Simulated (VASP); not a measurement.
# CaCdC2N2 (P-1) in VASP: single point with PBE

Aim: the single point of CaCdC2N2 with PBE.

Program: VASP 6.6.1. These are calculated values, not measurements. Logs are shortened: lines on timing, memory, paths and dates and some standing lists are left out, and cuts for length are marked.

## Step 1: The cell of the first run

The typed cell holds 6 atoms: a = 4.020 Å, b = 4.722 Å, c = 8.810 Å, α = 75.38°, β = 87.08°, γ = 67.73°.

## Step 2: Single point, PBE

The input, INCAR:

```
PREC = Accurate
ENCUT = 600
EDIFF = 1E-6
ISMEAR = 0
SIGMA = 0.1
LREAL = False
LASPH = True
NELM = 120
ALGO = Normal
ISIF = 2
LWAVE = False
LCHARG = True
GGA = PE
LELF = True
LVHAR = True
NBANDS = 33
GGA_COMPAT = False
```

The input, KPOINTS:

```
Automatic mesh
0
Gamma
  6 4 2
```

The input, POSCAR:

```
CaCdC2N2
1.0
    4.0196998200      0.0000000000      0.0000000000
    1.7894105400      4.3701136500      0.0000000000
    0.4491504200      2.2183620700      8.5143271000
Ca Cd C N
1 1 2 2
Direct
    0.5000000000      0.0000000000      0.5000000000
    0.0000000000      0.0000000000      0.0000000000
    0.1859319800      0.6281360300      0.1859319800
    0.8140680200      0.3718639700      0.8140680200
    0.2946478300      0.4107043300      0.2946478300
    0.7053521700      0.5892956700      0.7053521700
```

Potentials or basis: VASP PAW PBE potentials, release 64 (Ca_sv, Cd_sv_GW, C, N).

Launch:

```console
$ cat potpaw_PBE.64/Ca_sv/POTCAR potpaw_PBE.64/Cd_sv_GW/POTCAR potpaw_PBE.64/C/POTCAR potpaw_PBE.64/N/POTCAR > POTCAR
$ mpirun -np 1 vasp_std > vasp.out
```

OUTCAR:

```text
PREC = Accurate
   ENCUT = 600
   EDIFF = 1E-6
   ISMEAR = 0
   LREAL = False
   LASPH = True
   NELM = 120
   ISIF = 2
   GGA = PE

 ion  position               nearest neighbor table
   1  0.500  0.000  0.500-   5 2.21   6 2.21
   2  0.000  0.000  0.000-   3 2.00   4 2.00
   3  0.186  0.628  0.186-   5 1.17   2 2.00
   4  0.814  0.372  0.814-   6 1.17   2 2.00
   5  0.295  0.411  0.295-   3 1.17   1 2.21
   6  0.705  0.589  0.705-   4 1.17   1 2.21

  LATTYP: Found a triclinic cell.
 ALAT       =     4.7222752349
 B/A-ratio  =     2.9387279697
 C/A-ratio  =     0.8512209941
 COS(alpha) =     0.0005960505
 COS(beta)  =     0.3789297428
 COS(gamma) =     0.7310037639

  Lattice vectors:

 A1 = (   1.7894105400,   4.3701136500,   0.0000000000)
 A2 = (   0.0082716800,  10.9585893700,   8.5143271000)
 A3 = (   4.0196998200,   0.0000000000,   0.0000000000)

Analysis of symmetry for initial positions (statically):
=====================================================================
 Subroutine PRICEL returns:
 Original cell was already a primitive cell.

 Routine SETGRP: Setting up the symmetry group for a
 triclinic supercell.

 Subroutine GETGRP returns: Found  2 space group operations
 (whereof  2 operations were pure point group operations)
 out of a pool of  2 trial point group operations.

The static configuration has the point symmetry S_2 .

Analysis of symmetry for dynamics (positions and initial velocities):
=====================================================================
 Subroutine PRICEL returns:
 Original cell was already a primitive cell.

 Routine SETGRP: Setting up the symmetry group for a
 triclinic supercell.

 Subroutine GETGRP returns: Found  2 space group operations
 (whereof  2 operations were pure point group operations)
 out of a pool of  2 trial point group operations.

The dynamic configuration has the point symmetry S_2 .

 Subroutine INISYM returns: Found  2 space group operations
 (whereof  2 operations are pure point group operations),
 and found     1 'primitive' translations

----------------------------------------------------------------------------------------

                                     Primitive cell

  volume of cell :     149.5673

[... 95 lines left out ...]
   NELM   =    120;   NELMIN=  2; NELMDL= -5     # of ELM steps
   EDIFF  = 0.1E-05   stopping-criterion for ELM
   LREAL  =      F    real-space projection
   EDIFFG = 0.1E-04   stopping-criterion for IOM
   NSW    =      0    number of steps for IOM
   IBRION =     -1    ionic relax: 0-MD 1-quasi-New 2-CG
   NFREE  =      0    steps in history (QN), initial steepest desc. (CG)
   ISIF   =      2    stress and relaxation
   ISYM   =      2    0-nonsym 1-usesym 2-fastsym
   POTIM  = 0.5000    time-step for ionic-motion
   TEBEG  =    0.0;   TEEND  =   0.0 temperature during run
   PSTRESS=    0.0 pullay stress
   NELECT =      48.0000    total number of electrons
   NUPDOWN=      -1.0000    fix difference up-down
   EMIN   =  10.00;   EMAX   =-10.00  energy-range for DOS
   EFERMI =   0.00;   METHOD = LEGACY
   ISMEAR =     0;   SIGMA  =   0.10  broadening in eV -4-tet -1-fermi 0-gaus
   EFERMI_NEDOS =   21; number of points for ismear=-14 and -15
   IALGO  =     38    algorithm
   IMIX   =      4    mixing-type and parameters
     AMIX     =   0.40;   BMIX     =  1.00
     AMIX_MAG =   1.60;   BMIX_MAG =  1.00
  volume/ion in A,a.u.               =      24.93       168.22
  Fermi-wavevector in a.u.,A,eV,Ry     =   1.120838  2.118078 17.092711  1.256279
  Thomas-Fermi vector in A             =   2.257488
   LORBIT       =      0    0 simple, 1 ext, 2 COOP (PROOUT), +10 PAW based schemes
   GGA     = PE    functional components
   LHFCALC =     F    Hartree Fock is set to
   AEXX    =    0.0000 exact exchange contribution
   IVDW    =     0    specifies the selected vdW correction
   LEPSILON=     F    determine dielectric tensor
   LRPA    =     F    only Hartree local field effects (RPA)
 non-spin polarized calculation
 Gauss-broadening in eV      SIGMA  =   0.10
  energy-cutoff  :      600.00
  volume of cell :      149.57
 maximum number of plane-waves:      5013
   NGX = 17   NGY = 19   NGZ = 35

 number of electron      48.0000007 magnetization

 Free energy of the ion-electron system (eV)
  ---------------------------------------------------
  ext. energy  EPLUGINS =         0.00000000
  ---------------------------------------------------
  free energy    TOTEN  =       -35.16661994 eV

  energy without entropy =      -35.14982613  energy(sigma->0) =      -35.15822303

 E-fermi :   2.0660     XC(G=0):  -7.4957

 val. band max:        2.0624938450   @ k =   0.0000   0.5000   0.0000
 cond. band min:       2.0737481950   @ k =   0.1667   0.2500   0.0000
 fundamental gap:      0.0112543500
 Fermi energy:         2.0659957895

 k-point     1 :       0.0000    0.0000    0.0000
  band No.  band energies     occupation
      1    -102.3425      2.00000
      2     -63.4366      2.00000
      3     -63.4064      2.00000
      4     -63.2995      2.00000
      5     -40.0048      2.00000
      6     -21.1924      2.00000
[... 853 lines left out ...]
     32       5.4905      0.00000
     33       6.0388      0.00000

 [... further k-points ...]

------------------------ aborting loop because EDIFF is reached ----------------------------------------

  FORCE on cell =-STRESS in cart. coord.  units (eV):
  Direction    XX          YY          ZZ          XY          YZ          ZX
  --------------------------------------------------------------------------------------
  -------------------------------------------------------------------------------------
  Total       -1.7220549      4.1541019      6.6501550     -0.3959781     -5.5905759      0.5265107
  in kB      -18.4467939     44.4990815     71.2370073     -4.2417502    -59.8867090      5.6400261
  external PRESSURE =      32.4297650 kB  Pullay stress =       0.0000000 kB

 VOLUME and BASIS-vectors are now :
 -----------------------------------------------------------------------------
  energy-cutoff  :      600.00
  volume of cell :      149.57
      direct lattice vectors                 reciprocal lattice vectors
     4.019699820  0.000000000  0.000000000     0.248774795 -0.101864683  0.013416849
     1.789410540  4.370113650  0.000000000     0.000000000  0.228827001 -0.059619643
     0.449150420  2.218362070  8.514327100     0.000000000  0.000000000  0.117449094

 POSITION                                       TOTAL-FORCE (eV/Angst)
 -----------------------------------------------------------------------------------
      2.23443      1.10918      4.25716         0.000000     -0.000000      0.000000
      0.00000      0.00000      0.00000         0.000000     -0.000000      0.000000
      1.95490      3.15749      1.58309        -0.086686      0.840198     -1.020580
      4.30337      3.43099      6.93124         0.086686     -0.840198      1.020580
      2.05166      2.44846      2.50873         0.057702     -0.533610      0.730435
      4.20661      4.14002      6.00560        -0.057702      0.533610     -0.730435
 -----------------------------------------------------------------------------------
    total drift:                                0.000000      0.000000      0.000000

  FREE ENERGIE OF THE ION-ELECTRON SYSTEM (eV)
  ---------------------------------------------------
  free  energy   TOTEN  =       -35.1666199361 eV

  energy  without entropy=      -35.1498261320  energy(sigma->0) =      -35.15822303
```

OSZICAR:

```text
N       E                     dE             d eps       ncg     rms          rms(c)
DAV:   1     0.681606577552E+03    0.68161E+03   -0.25331E+04  2056   0.165E+03
DAV:   2     0.655518338536E+02   -0.61605E+03   -0.54853E+03  1923   0.556E+02
DAV:   3    -0.337603939336E+02   -0.99312E+02   -0.96715E+02  2832   0.215E+02
DAV:   4    -0.414645692660E+02   -0.77042E+01   -0.75493E+01  2800   0.612E+01
DAV:   5    -0.419120157573E+02   -0.44745E+00   -0.43959E+00  3096   0.131E+01    0.311E+01
DAV:   6    -0.353665070791E+02    0.65455E+01   -0.21079E+01  2830   0.565E+01    0.219E+01
DAV:   7    -0.351840328241E+02    0.18247E+00   -0.38013E+00  2365   0.135E+01    0.158E+01
DAV:   8    -0.352110729251E+02   -0.27040E-01   -0.53968E-01  2667   0.719E+00    0.258E+00
DAV:   9    -0.351703023089E+02    0.40771E-01   -0.19125E-01  2460   0.372E+00    0.689E-01
DAV:  10    -0.351659847895E+02    0.43175E-02   -0.25900E-02  2999   0.124E+00    0.437E-01
DAV:  11    -0.351662269030E+02   -0.24211E-03   -0.72855E-03  2606   0.435E-01    0.200E-01
DAV:  12    -0.351665769472E+02   -0.35004E-03   -0.10525E-03  2534   0.223E-01    0.726E-02
DAV:  13    -0.351665966639E+02   -0.19717E-04   -0.21903E-04  2878   0.120E-01    0.189E-02
DAV:  14    -0.351666127664E+02   -0.16102E-04   -0.51083E-05  2399   0.375E-02    0.155E-02
DAV:  15    -0.351666196232E+02   -0.68568E-05   -0.14450E-05  2230   0.216E-02    0.751E-03
DAV:  16    -0.351666199361E+02   -0.31290E-06   -0.47586E-06  2271   0.119E-02
   1 F= -.35166620E+02 E0= -.35158223E+02  d E =-.167938E-01
```

stdout:

```text
POSCAR found type information on POSCAR CaCdC N
 POSCAR found :  4 types and       6 ions
 scaLAPACK will be used
 LDA part: xc-table for (Slater+PW92), standard interpolation
 POSCAR, INCAR and KPOINTS ok, starting setup
 FFT: planning ... GRIDC
 FFT: planning ... GRID_SOFT
 FFT: planning ... GRID
 WAVECAR not read
 entering main loop
```

Wall time 3.3 min (1 thread of Intel Xeon Platinum 8259CL at 2.50GHz (Skylake/Cascade Lake), shared host); peak memory 0.44 GiB.

What came out:

```yaml
Free_energy: -35.1666 eV
Pressure: 3.2 GPa
Largest_force: 1.325 eV/Å
Band_gap_on_the_k_mesh: zero (bands 24 and 25 overlap by 0.14 eV)
```

Forces in eV/Å, atoms in the order of the input:
```
Ca   0.000  0.000  0.000
Cd   0.000  0.000  0.000
C   -0.087  0.840 -1.021
C    0.087 -0.840  1.021
N    0.058 -0.534  0.730
N   -0.058  0.534 -0.730
```

Stress tensor (GPa, compression positive):
```
-1.84 -0.42  0.56
-0.42  4.45 -5.99
 0.56 -5.99  7.12
```

Levels at points of the mesh, in eV from the Fermi level:
```csv
k point,band 22,band 23,band 24,band 25,band 26,band 27
"(0.00, 0.00, 0.00)",-5.69,-5.62,-0.72,0.13,0.56,1.69
"(0.50, 0.00, 0.00)",-5.86,-5.72,-0.68,0.39,0.92,1.21
"(0.00, 0.50, 0.00)",-5.79,-5.62,-0.03,0.00,1.46,1.68
"(0.50, 0.50, 0.00)",-5.89,-5.74,-0.71,0.23,0.97,1.32
"(0.00, 0.00, 0.50)",-5.76,-5.55,-0.82,-0.09,1.16,1.28
"(0.50, 0.00, 0.50)",-5.91,-5.91,-0.60,0.58,0.72,1.29
"(0.00, 0.50, 0.50)",-5.76,-5.58,-0.11,0.18,1.19,1.30
"(0.50, 0.50, 0.50)",-5.97,-5.88,-0.62,0.48,0.60,1.38
```

Caveat: the k points lie up to 0.37 Å⁻¹ apart; forces of over 1 eV/Å act on the atoms, so gaps and moduli don't describe the material at rest.
